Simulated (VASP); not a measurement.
# Si (P-6m2) in VASP: relaxation of cell and atoms with PBEsol

Aim: the relaxation of cell and atoms of Si with PBEsol.

Program: VASP 6.6.1. These are calculated values, not measurements. Logs are shortened: lines on timing, memory, paths and dates and some standing lists are left out, and cuts for length are marked.

## Step 1: The cell of the first run

The structure is hexagonal, space group P-6m2 (No. 187). The conventional cell has a = 3.825 Å, b = 3.825 Å, c = 25.299 Å, α = 90.00°, β = 90.00°, γ = 120.00°. Within 3.1 Å of Si (site symmetry 3m) lie 4 Si at 2.35 to 2.37 Å. Within 3.1 Å of Si (site symmetry 3m) lie 4 Si at 2.35 to 2.37 Å. Si (site symmetry 3m) has 4 Si at 2.35 to 2.37 Å within 3.1 Å. Si (site symmetry 3m) has 4 Si at 2.35 to 2.37 Å within 3.1 Å. Within 3.1 Å of Si (site symmetry 3m) lie 4 Si at 2.35 to 2.37 Å. Within 3.1 Å of Si (site symmetry 3m) lie 4 Si at 2.35 to 2.37 Å. Within 3.1 Å of Si (site symmetry 3m) lie 4 Si at 2.35 to 2.37 Å. Within 3.1 Å of Si (site symmetry 3m) lie 4 Si at 2.35 to 2.37 Å.

## Step 2: Relaxation of cell and atoms, PBEsol

Input file INCAR:

```
PREC = Accurate
ENCUT = 600
EDIFF = 1E-6
ISMEAR = 0
SIGMA = 0.01
LREAL = Auto
LASPH = T
NELM = 100
ALGO = Normal
ISIF = 3
LWAVE = F
LCHARG = F
GGA = PS
IBRION = 2
NSW = 65
EDIFFG = -0.01
```

Input file KPOINTS:

```
Automatic mesh
0
Gamma
  12 12 2
```

Input file POSCAR:

```
Si
1.0
    3.8247709102      0.0000000000      0.0000000000
   -1.9123854551      3.3123487719      0.0000000000
    0.0000000000      0.0000000000     25.2987109955
Si
16
Direct
    0.0000000000      0.0000000000      0.0000000000
    0.0000000000      0.0000000000      0.0937500000
    0.3333333333      0.6666666667      0.1250000000
    0.3333333333      0.6666666667      0.2187500000
    0.0000000000      0.0000000000      0.2500000000
    0.0000000000      0.0000000000      0.3437500000
    0.6666666667      0.3333333333      0.3750000000
    0.6666666667      0.3333333333      0.4687500000
    0.0000000000      0.0000000000      0.5000000000
    0.0000000000      0.0000000000      0.5937500000
    0.6666666667      0.3333333333      0.6250000000
    0.6666666667      0.3333333333      0.7187500000
    0.0000000000      0.0000000000      0.7500000000
    0.0000000000      0.0000000000      0.8437500000
    0.6666666667      0.3333333333      0.8750000000
    0.6666666667      0.3333333333      0.9687500000
```

Potentials or basis: VASP PAW PBE potentials, release 64 (Si).

Launch:

```console
$ cat potpaw_PBE.64/Si/POTCAR > POTCAR
$ mpirun -np 1 vasp_std > vasp.out
```

OUTCAR:

```text
PREC = Accurate
   ENCUT = 600
   EDIFF = 1E-6
   ISMEAR = 0
   LREAL = Auto
   LASPH = T
   NELM = 100
   ISIF = 3
   GGA = PS
   IBRION = 2
   NSW = 65
   EDIFFG = -0.01

 ion  position               nearest neighbor table
   1  0.000  0.000  0.000-  16 2.35  16 2.35  16 2.35   2 2.37
   2  0.000  0.000  0.094-   3 2.35   3 2.35   3 2.35   1 2.37
   3  0.333  0.667  0.125-   2 2.35   2 2.35   2 2.35   4 2.37
   4  0.333  0.667  0.219-   5 2.35   5 2.35   5 2.35   3 2.37
   5  0.000  0.000  0.250-   4 2.35   4 2.35   4 2.35   6 2.37
   6  0.000  0.000  0.344-   7 2.35   7 2.35   7 2.35   5 2.37
[... 8 lines left out ...]
  15  0.667  0.333  0.875-  14 2.35  14 2.35  14 2.35  16 2.37
  16  0.667  0.333  0.969-   1 2.35   1 2.35   1 2.35  15 2.37

  LATTYP: Found a hexagonal cell.
 ALAT       =     3.8247709102
 C/A-ratio  =     6.6144382473

  Lattice vectors:

 A1 = (   3.8247709102,   0.0000000000,   0.0000000000)
 A2 = (  -1.9123854551,   3.3123487719,   0.0000000000)
 A3 = (   0.0000000000,   0.0000000000,  25.2987109955)

Analysis of symmetry for initial positions (statically):
=====================================================================
 Subroutine PRICEL returns:
 Original cell was already a primitive cell.

 Routine SETGRP: Setting up the symmetry group for a
 hexagonal supercell.

 Subroutine GETGRP returns: Found 12 space group operations
 (whereof  6 operations were pure point group operations)
 out of a pool of 24 trial point group operations.

The static configuration has the point symmetry C_3v.
 The point group associated with its full space group is D_3h.

Analysis of symmetry for dynamics (positions and initial velocities):
=====================================================================
 Subroutine PRICEL returns:
 Original cell was already a primitive cell.

 Routine SETGRP: Setting up the symmetry group for a
 hexagonal supercell.

 Subroutine GETGRP returns: Found 12 space group operations
 (whereof  6 operations were pure point group operations)
 out of a pool of 24 trial point group operations.

The dynamic configuration has the point symmetry C_3v.
 The point group associated with its full space group is D_3h.

 Subroutine INISYM returns: Found 12 space group operations
 (whereof  6 operations are pure point group operations),
 and found     1 'primitive' translations

----------------------------------------------------------------------------------------

                                     Primitive cell

  volume of cell :     320.5087

  direct lattice vectors                    reciprocal lattice vectors
     3.824770910  0.000000000  0.000000000     0.261453568  0.150950288  0.000000000
    -1.912385455  3.312348772  0.000000000     0.000000000  0.301900575  0.000000000
     0.000000000  0.000000000 25.298710995     0.000000000  0.000000000  0.039527706

  length of vectors
     3.824770910  3.824770910 25.298710995     0.301900575  0.301900575  0.039527706

  position of ions in fractional coordinates (direct lattice)
     0.000000000  0.000000000  0.000000000
     0.000000000  0.000000000  0.093750000
     0.333333333  0.666666667  0.125000000
     0.333333333  0.666666667  0.218750000
     0.000000000  0.000000000  0.250000000
     0.000000000  0.000000000  0.343750000
[... 8 lines left out ...]
     0.666666667  0.333333333  0.875000000
     0.666666667  0.333333333  0.968750000

  ion indices of the primitive-cell ions
   primitive index   ion index
                 1           1
                 2           2
                 3           3
                 4           4
                 5           5
                 6           6
[... 8 lines left out ...]
                15          15
                16          16

----------------------------------------------------------------------------------------

 KPOINTS: Automatic mesh

Automatic generation of k-mesh.
 Grid dimensions read from file:
 generate k-points for:   12   12    2

 Generating k-lattice:

  Cartesian coordinates                     Fractional coordinates (reciprocal lattice)
     0.021787797  0.012579191  0.000000000     0.083333333  0.000000000  0.000000000
     0.000000000  0.025158381  0.000000000     0.000000000  0.083333333  0.000000000
     0.000000000  0.000000000  0.019763853     0.000000000  0.000000000  0.500000000

  Length of vectors
     0.025158381  0.025158381  0.019763853

  Shift w.r.t. Gamma in fractional coordinates (k-lattice)
     0.000000000  0.000000000  0.000000000

 Subroutine IBZKPT returns following result:
 ===========================================

 Found     38 irreducible k-points:

 Following reciprocal coordinates:
            Coordinates               Weight
  0.000000  0.000000  0.000000      1.000000
  0.083333 -0.000000  0.000000      6.000000
  0.166667  0.000000  0.000000      6.000000
  0.250000  0.000000  0.000000      6.000000
  0.333333  0.000000  0.000000      6.000000
  0.416667 -0.000000  0.000000      6.000000
[... 16 lines left out ...]
  0.250000  0.000000  0.500000      6.000000
  0.333333  0.000000  0.500000      6.000000
 [... further k-points ...]
   k-points           NKPTS =     38   k-points in BZ     NKDIM =     38   number of bands    NBANDS=     41
   number of dos      NEDOS =    301   number of ions     NIONS =     16
   total plane-waves  NPLWV = 215040
   dimension x,y,z NGX =    32 NGY =   32 NGZ =  210
   dimension x,y,z NGXF=    64 NGYF=   64 NGZF=  420
   ions per type =              16
   NGX,Y,Z   is equivalent  to a cutoff of  13.91, 13.91, 13.80 a.u.
   NGXF,Y,Z  is equivalent  to a cutoff of  27.82, 27.82, 27.60 a.u.
 SYSTEM =  unknown system
   PREC   = accura    normal or accurate (medium, high low for compatibility)
   ISTART =      0    job   : 0-new  1-cont  2-samecut
   ICHARG =      2    charge: 1-file 2-atom 10-const
   ISPIN  =      1    spin polarized calculation?
   LNONCOLLINEAR =      F non collinear calculations
   LSORBIT =      F    spin-orbit coupling
   LASPH  =      T    aspherical Exc in radial PAW
   ENCUT  =  600.0 eV  44.10 Ry    6.64 a.u.   7.64  7.64 50.53*2*pi/ulx,y,z
   NELM   =    100;   NELMIN=  2; NELMDL= -5     # of ELM steps
   EDIFF  = 0.1E-05   stopping-criterion for ELM
   LREAL  =      T    real-space projection
   EDIFFG = -.1E-01   stopping-criterion for IOM
   NSW    =     65    number of steps for IOM
   IBRION =      2    ionic relax: 0-MD 1-quasi-New 2-CG
   NFREE  =      1    steps in history (QN), initial steepest desc. (CG)
   ISIF   =      3    stress and relaxation
   ISYM   =      2    0-nonsym 1-usesym 2-fastsym
   POTIM  = 0.5000    time-step for ionic-motion
   TEBEG  =    0.0;   TEEND  =   0.0 temperature during run
   PSTRESS=    0.0 pullay stress
   NELECT =      64.0000    total number of electrons
   NUPDOWN=      -1.0000    fix difference up-down
   EMIN   =  10.00;   EMAX   =-10.00  energy-range for DOS
   EFERMI =   0.00;   METHOD = LEGACY
   ISMEAR =     0;   SIGMA  =   0.01  broadening in eV -4-tet -1-fermi 0-gaus
   EFERMI_NEDOS =   21; number of points for ismear=-14 and -15
   IALGO  =     38    algorithm
   IMIX   =      4    mixing-type and parameters
     AMIX     =   0.40;   BMIX     =  1.00
     AMIX_MAG =   1.60;   BMIX_MAG =  1.00
  volume/ion in A,a.u.               =      20.03       135.18
  Fermi-wavevector in a.u.,A,eV,Ry     =   0.956874  1.808230 12.457607  0.915608
  Thomas-Fermi vector in A             =   2.085842
   LORBIT       =      0    0 simple, 1 ext, 2 COOP (PROOUT), +10 PAW based schemes
   GGA     = PS    functional components
   LHFCALC =     F    Hartree Fock is set to
   AEXX    =    0.0000 exact exchange contribution
   IVDW    =     0    specifies the selected vdW correction
   LEPSILON=     F    determine dielectric tensor
   LRPA    =     F    only Hartree local field effects (RPA)
 conjugate gradient relaxation of ions
 non-spin polarized calculation
 Gauss-broadening in eV      SIGMA  =   0.01
  energy-cutoff  :      600.00
  volume of cell :      320.51
 maximum number of plane-waves:     10799
 NGX is ok and might be reduce to    32
   NGX = 15   NGY = 15   NGZ =101

--------------------------------------- Ionic step        1  -------------------------------------------

 number of electron      63.9999999 magnetization

 Free energy of the ion-electron system (eV)
  ---------------------------------------------------
  ext. energy  EPLUGINS =         0.00000000
  ---------------------------------------------------
  free energy    TOTEN  =       -91.84811504 eV

  energy without entropy =      -91.84811504  energy(sigma->0) =      -91.84811504

------------------------ aborting loop because EDIFF is reached ----------------------------------------

  FORCE on cell =-STRESS in cart. coord.  units (eV):
  Direction    XX          YY          ZZ          XY          YZ          ZX
  --------------------------------------------------------------------------------------
  -------------------------------------------------------------------------------------
  Total        0.8705218      0.8705218     -1.1044184      0.0000000      0.0000000     -0.0000000
  in kB        4.3516136      4.3516136     -5.5208293      0.0000000      0.0000000     -0.0000000
  external PRESSURE =       1.0607993 kB  Pullay stress =       0.0000000 kB
[... 131 lines left out ...]
  FREE ENERGIE OF THE ION-ELECTRON SYSTEM (eV)
  ---------------------------------------------------
  free  energy   TOTEN  =       -91.8532521569 eV

  energy  without entropy=      -91.8532521569  energy(sigma->0) =      -91.85325216

[... ionic steps 4 to 10 ...]

--------------------------------------- Ionic step       11  -------------------------------------------

 number of electron      63.9999999 magnetization

------------------------ aborting loop because EDIFF is reached ----------------------------------------
[... 95 lines left out ...]
--------------------------------------- Ionic step       13  -------------------------------------------

 number of electron      63.9999999 magnetization

 Free energy of the ion-electron system (eV)
  ---------------------------------------------------
  ext. energy  EPLUGINS =         0.00000000
  ---------------------------------------------------
  free energy    TOTEN  =       -91.85448960 eV

  energy without entropy =      -91.85448960  energy(sigma->0) =      -91.85448960

 E-fermi :   6.0220     XC(G=0):  -9.5444

 val. band max:        5.9709449843   @ k =   0.0000   0.0000   0.0000
 cond. band min:       6.3224542526   @ k =   0.5000   0.0000   0.0000
 fundamental gap:      0.3515092683
 Fermi energy:         6.0220346196

 k-point     1 :       0.0000    0.0000    0.0000
  band No.  band energies     occupation
      1      -6.2180      2.00000
      2      -6.0155      2.00000
      3      -6.0140      2.00000
      4      -5.4250      2.00000
      5      -5.4195      2.00000
      6      -4.5340      2.00000
[... 1045 lines left out ...]
     40       7.7786      0.00000
     41       8.4272      0.00000

 [... further k-points ...]

------------------------ aborting loop because EDIFF is reached ----------------------------------------

  FORCE on cell =-STRESS in cart. coord.  units (eV):
  Direction    XX          YY          ZZ          XY          YZ          ZX
  --------------------------------------------------------------------------------------
  -------------------------------------------------------------------------------------
  Total        0.0267210      0.0267210      0.0072539      0.0000000     -0.0000000      0.0000000
  in kB        0.1334440      0.1334440      0.0362259      0.0000000     -0.0000000      0.0000000
  external PRESSURE =       0.1010380 kB  Pullay stress =       0.0000000 kB
[... 31 lines left out ...]
  FREE ENERGIE OF THE ION-ELECTRON SYSTEM (eV)
  ---------------------------------------------------
  free  energy   TOTEN  =       -91.8544896017 eV

  energy  without entropy=      -91.8544896017  energy(sigma->0) =      -91.85448960

 reached required accuracy - stopping structural energy minimisation
```

Run time: 1.9 h. Hardware: 1 thread of Oxide Virtual Turin-like, shared host; peak memory 0.67 GiB.

What came out:

```yaml
Free_energy: -91.8545 eV
Relaxed_volume: 20.05 Å³/atom
Relaxed_cell: a = 3.830 Å, b = 3.830 Å, c = 25.251 Å, α = 90.00°, β = 90.00°, γ = 120.00°
Space_group_after_relaxing_to_0.1_Å: P-6m2 (No. 187)
Energy_gained_by_relaxing: 0.4 meV/atom
Ionic_steps: 13
Pressure_after_relaxing: 0.0 GPa
Largest_force_after_relaxing: 0.005 eV/Å
Band_gap_on_the_k_mesh: 0.35 eV (least direct gap 1.05 eV)
```

Forces on the atoms (eV/Å):
```
Si   0.000  0.000 -0.002
Si   0.000  0.000 -0.004
Si   0.000  0.000  0.004
Si   0.000  0.000 -0.004
Si   0.000  0.000  0.004
Si   0.000  0.000  0.002
Si   0.000  0.000 -0.004
Si   0.000  0.000 -0.003
Si   0.000  0.000  0.004
Si   0.000  0.000 -0.004
Si   0.000  0.000 -0.005
Si   0.000  0.000  0.005
Si   0.000  0.000  0.004
Si   0.000  0.000 -0.004
Si   0.000  0.000  0.003
Si   0.000  0.000  0.004
```

Step by step:
| step | energy change (eV) | largest force (eV/Å) | pressure (GPa) | volume (Å³) |
| --- | --- | --- | --- | --- |
| 1 | 0.0000 | 0.1911 | 0.11 | 320.51 |
| 2 | -0.0023 | 0.1299 | -0.07 | 321.12 |
| 3 | -0.0051 | 0.0607 | 0.00 | 320.86 |
| 4 | -0.0058 | 0.0352 | 0.00 | 320.88 |
| 5 | -0.0058 | 0.0272 | 0.00 | 320.89 |
| 6 | -0.0059 | 0.0191 | 0.00 | 320.87 |
| 7 | -0.0060 | 0.0229 | 0.01 | 320.84 |
| 8 | -0.0061 | 0.0148 | 0.00 | 320.87 |
| 9 | -0.0062 | 0.0183 | -0.01 | 320.90 |
| 10 | -0.0062 | 0.0148 | -0.01 | 320.91 |
| 11 | -0.0063 | 0.0225 | -0.01 | 320.91 |
| 12 | -0.0064 | 0.0113 | 0.00 | 320.86 |
| 13 | -0.0064 | 0.0053 | 0.01 | 320.82 |

Final structure:
```
Si
1.0
     3.83028    0.00000    0.00000
    -1.91514    3.31712    0.00000
     0.00000    0.00000   25.25070
Si
16
Direct
  0.00000 0.00000 0.00059
  0.00000 0.00000 0.09364
  0.33333 0.66667 0.12495
  0.33333 0.66667 0.21880
  0.00000 0.00000 0.25011
  0.00000 0.00000 0.34316
  0.66667 0.33333 0.37453
  0.66667 0.33333 0.46832
  0.00000 0.00000 0.49979
  0.00000 0.00000 0.59353
  0.66667 0.33333 0.62503
  0.66667 0.33333 0.71872
  0.00000 0.00000 0.75022
  0.00000 0.00000 0.84396
  0.66667 0.33333 0.87543
  0.66667 0.33333 0.96922
```

Caveat: semilocal functionals underestimate gaps, and a narrow one can read as zero; the PAW data sets were made with another functional, which shifts forces and pressure a little.
